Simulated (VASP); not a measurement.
Fe, 2 atoms in the cell. Symmetry: P6_3/mmc, No. 194, hexagonal system. Conventional cell: a = 2.043 Å, b = 2.043 Å, c = 3.260 Å, α = 90.00°, β = 90.00°, γ = 120.00°. Within 2.7 Å of Fe (site symmetry -6m2) lie 12 Fe at 2.01 to 2.04 Å.  This cell differs from its parent crystal: volume scaled by 0.6.

```yaml
Program: VASP 6.6.1
Task: single point
Functional: PBEsol
Potentials_or_basis: VASP PAW PBE potentials, release 64 (Fe)
Cutoff: 600 eV
k_mesh: 19 × 19 × 11
Occupations: fermi-dirac, width 0.08 eV
Spin: collinear spin, ferromagnetic start
Starting_moments: "[2.5, 2.5] μB"
Dipole_correction: no
Further_INCAR_settings: ALGO = Normal; EDIFF = 1e-06; NBANDS = 19
```

Potentials or basis: VASP PAW PBE potentials, release 64 (Fe).

Command:

```console
$ cat potpaw_PBE.64/Fe/POTCAR > POTCAR
$ mpirun -np 1 vasp_std > vasp.out
```

Hardware: 1 thread of Intel Xeon 6975P-C, with other jobs on the host.

Task: Estimate the wall time of this run.

Result: It took 65 s on 1 thread of Intel Xeon 6975P-C (shared host), peak memory 0.21 GiB. Counts: scf iterations 14, k points 240.
